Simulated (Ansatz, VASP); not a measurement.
# Two plane-wave programs on PbS

```
Pb S
1.0
     0.00000    2.97485    2.97485
     2.97485    0.00000    2.97485
     2.97485    2.97485    0.00000
Pb S
1 1
Direct
  0.50000 0.50000 0.50000
  0.00000 0.00000 0.00000
```

Alike in both runs: task single point; functional PBE; k mesh 10 × 10 × 10; occupations gaussian, width 0.05 eV; no spin polarisation.

```csv
,VASP,Ansatz
version,VASP 6.6.1,Ansatz 0.2.0
potentials or method,"VASP PAW PBE potentials, release 64 (Pb_d, S), cutoff 520 eV","scalar-relativistic, plane waves, PAW"
valence electrons in the cell,20,20
```

|  | VASP | Ansatz | Ansatz less VASP |
| --- | --- | --- | --- |
| gap on the k mesh at the Fermi level (eV) | 0.40 | 0.39 | -0.007 |
| least direct gap on the mesh (eV) | 0.40 | 0.39 | -0.007 |
| pressure (GPa) | 1.6 | 1.7 | +0.09 |

Neither program's run includes spin-orbit coupling.
